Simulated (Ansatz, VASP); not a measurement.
**Two plane-wave programs on K**

```
K
1.0
    -2.68225    2.68225    2.68225
     2.68225   -2.68225    2.68225
     2.68225    2.68225   -2.68225
K
1
Direct
  0.00000 0.00000 0.00000
```

Alike in both runs: task single point; functional RPBE; k mesh 14 × 14 × 14; occupations fermi-dirac, width 0.1 eV; no spin polarisation.

```csv
,VASP,Ansatz
version,VASP 6.6.1,Ansatz 0.2.0
potentials or method,"VASP PAW PBE potentials, release 64 (K_sv), cutoff 520 eV","plane waves (420 eV) with PAW, scalar-relativistic"
valence electrons in the cell,9,9
```

```tsv
	VASP	Ansatz	Ansatz less VASP
pressure (GPa)	0.1	0.1	+0.01
```

VASP's potentials were made for PBE, not for RPBE.
